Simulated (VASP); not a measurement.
Set up this calculation in VASP 6.6.1, as the native input.

| Property | Result |
| --- | --- |
| Task | single point |
| Functional | PBE |
| Potentials or basis | VASP PAW PBE potentials, release 64 (Co) |
| Cutoff | 520 eV |
| k mesh | 12 × 6 × 12 |
| Occupations | fermi-dirac, width 0.05 eV |
| Spin | collinear spin, antiferromagnetic start |
| Starting moments | [3.0, -3.0] μB |
| Dipole correction | no |
| Further INCAR settings | ALGO = Normal; EDIFF = 1e-07; NBANDS = 20 |

The structure of Co lies in POSCAR:

```
Co
1.0
    0.0000000000      1.7917000000      1.7917000000
    3.5834000000      0.0000000000      3.5834000000
    1.7917000000      1.7917000000      0.0000000000
Co
2
Direct
    0.0000000000      0.0000000000      0.0000000000
    0.0000000000      0.5000000000      0.0000000000
```

This isn't the form of Co at room conditions, which is hcp.

One way to write it, as run:

INCAR

```
ALGO     = Normal         # electronic algorithm
EDIFF    = 1E-7           # SCF threshold, eV
ENCUT    = 520            # plane-wave cutoff, eV
GGA      = PE             # functional
ISIF     = 2              # what is computed and relaxed
ISMEAR   = -1             # smearing method
ISPIN    = 2              # spin polarisation
LASPH    = True           # aspherical terms in the spheres
LCHARG   = False          # write CHGCAR
LMAXMIX  = 4              # l up to which the mixer works
LORBIT   = 11             # projections on sites
LREAL    = False          # projectors in reciprocal space
LWAVE    = False          # write WAVECAR
MAGMOM   = 3 -3           # initial moments
NBANDS   = 20             # bands
NELM     = 150            # most SCF steps
PREC     = Accurate       # precision mode
SIGMA    = 0.05           # smearing width, eV
```

KPOINTS

```
k-points
0
Gamma
  12 6 12
```

Potentials or basis: VASP PAW PBE potentials, release 64 (Co).

Run with:

```bash
$ cat potpaw_PBE.64/Co/POTCAR > POTCAR
$ mpirun -np 1 vasp_std > vasp.out
```

Results of the run:

- Pressure: -14.5 GPa
- Band gap on the k mesh: zero (filled and empty bands overlap)
- Net moment: 0.00 μB per cell
- Site moments: Co +1.23, -1.23 μB
- Valence electrons inside the program's atomic spheres: Co 8.16

Caveat: the cell stands under tension.

Wall time 97 s on 1 thread of Intel(R) Xeon(R) Platinum 8488C (Sapphire Rapids) (shared host), peak memory 0.2 GiB.
